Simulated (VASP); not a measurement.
A run of VASP 6.6.1:

POSCAR

```
MgI2
1.0
    4.1572130815      0.0000000000      0.0000000000
   -2.0786065407      3.6002521375      0.0000000000
    0.0000000000      0.0000000000      6.8733251562
Mg I
1 2
Direct
    0.0000000000      0.0000000000      0.0000000000
    0.3333333333      0.6666666667      0.2426220995
    0.6666666667      0.3333333333      0.7573779005
```

The input INCAR.step1:

```
SYSTEM = MgI2
PREC = Accurate
ENCUT = 520
ISMEAR = 0
SIGMA = 0.01
LREAL = .False.
LASPH = .True.
NELM = 100
NBANDS = 15
GGA = PE
ALGO = Normal
EDIFF = 1E-4
LWAVE = .True.
LCHARG = .False.
```

Contents of INCAR.step2:

```
SYSTEM = MgI2
PREC = Accurate
ENCUT = 520
EDIFF = 1E-6
ISMEAR = 0
SIGMA = 0.01
LREAL = .False.
LASPH = .True.
NELM = 100
ALGO = Normal
ISIF = 2
LWAVE = .False.
LCHARG = .False.
METAGGA = R2SCAN
LMIXTAU = .True.
NBANDS = 15
ISTART = 1
```

KPOINTS

```
regular mesh
0
Gamma
  12 12 4
  0 0 0
```

Potentials or basis: VASP PAW PBE potentials, release 64 (Mg, I).

The run is started by

```bash
$ cat potpaw_PBE.64/Mg/POTCAR potpaw_PBE.64/I/POTCAR > POTCAR
$ cp INCAR.step1 INCAR
$ mpirun -np 1 vasp_std > vasp.out
$ cp INCAR.step2 INCAR
$ mpirun -np 1 vasp_std > vasp.out
```

Hardware: 1 thread of Intel(R) Xeon(R) Platinum 8259CL CPU @ 2.50GHz (Skylake/Cascade Lake) (shared host).

Problem. How long does it take, and how much memory?

Solution. It took 4.8 min on 1 thread of Intel(R) Xeon(R) Platinum 8259CL CPU @ 2.50GHz (Skylake/Cascade Lake), with other jobs on the host, peak memory 0.31 GiB. Counts: k points 69.
